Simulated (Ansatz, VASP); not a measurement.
## Two plane-wave programs on HfO2

INCAR

```
SYSTEM = HfO2
PREC = Accurate ; ENCUT = 520
EDIFF = 1E-7 ; ISMEAR = 0
SIGMA = 0.05 ; LREAL = .False.
LASPH = .True. ; NELM = 100
ALGO = Normal ; ISIF = 2
LWAVE = .False. ; LCHARG = .True.
GGA = PE ; LELF = .True.
LVHAR = .True. ; NBANDS = 31
```

KPOINTS

```
regular mesh
0
Gamma
  6 6 6
  0 0 0
```

POSCAR

```
HfO2
1.0
    3.5580193300      0.0000000000      0.0000000000
    0.0000000000      3.5580193300      0.0000000000
    0.0000000000      0.0000000000      5.1718612100
Hf O
2 4
Direct
    0.5000000000      0.5000000000      0.5000000000
    0.0000000000      0.0000000000      0.0000000000
    0.0000000000      0.5000000000      0.6972078800
    0.5000000000      0.0000000000      0.8027921200
    0.5000000000      0.0000000000      0.3027921200
    0.0000000000      0.5000000000      0.1972078800
```

Input for Ansatz:

```yaml
crystal:
  lattice:
    - [3.55801933, 0.0, 0.0]
    - [0.0, 3.55801933, 0.0]
    - [0.0, 0.0, 5.17186121]
  atoms:
    - { symbol: Hf, position: [0.5, 0.5, 0.5] }
    - { symbol: Hf, position: [0.0, 0.0, 0.0] }
    - { symbol: O, position: [0.0, 0.5, 0.69720788] }
    - { symbol: O, position: [0.5, 0.0, 0.80279212] }
    - { symbol: O, position: [0.5, 0.0, 0.30279212] }
    - { symbol: O, position: [0.0, 0.5, 0.19720788] }
basis:
  ecutwfc: 420
kpoints:
  mp_grid: { grid: [6, 6, 6] }
hamiltonian:
  xc: pbe
scf:
  occupations: { method: gaussian, width: 0.05 }
output:
  forces: true
  stress: true
  eigenvalues: true
```

Alike in both runs: task single point; functional PBE; k mesh 6 × 6 × 6; occupations gaussian, width 0.05 eV; no spin polarisation.

|  | VASP | Ansatz |
| --- | --- | --- |
| version | VASP 6.6.1 | Ansatz 0.2.0 |
| potentials or method | VASP PAW PBE potentials, release 64 (Hf_pv, O), cutoff 520 eV | scalar-relativistic, plane waves, PAW |
| valence electrons in the cell | 44 | 76 |

Ansatz gave:

```
gap on the k mesh at the Fermi level (eV)                     : 4.77
least direct gap on the mesh (eV)                             : 4.84
pressure (GPa)                                                : 10.0
traceless stress, the component that is largest in VASP (GPa) : -0.61
rms of the force components (eV/Å)                            : 0.066
```

Q: What did VASP give for the same quantities?

A: gap on the k mesh at the Fermi level (eV): 4.76; least direct gap on the mesh (eV): 4.83; pressure (GPa): 6.5; traceless stress, the component that is largest in VASP (GPa): -0.53; rms of the force components (eV/Å): 0.047.

Atom by atom the forces differ by 0.019 eV/Å (rms over components). VASP's potentials hold 44 valence electrons a cell and Ansatz's 76, so a difference there can come from the potentials and not from the codes.

Spin-orbit coupling is off throughout.
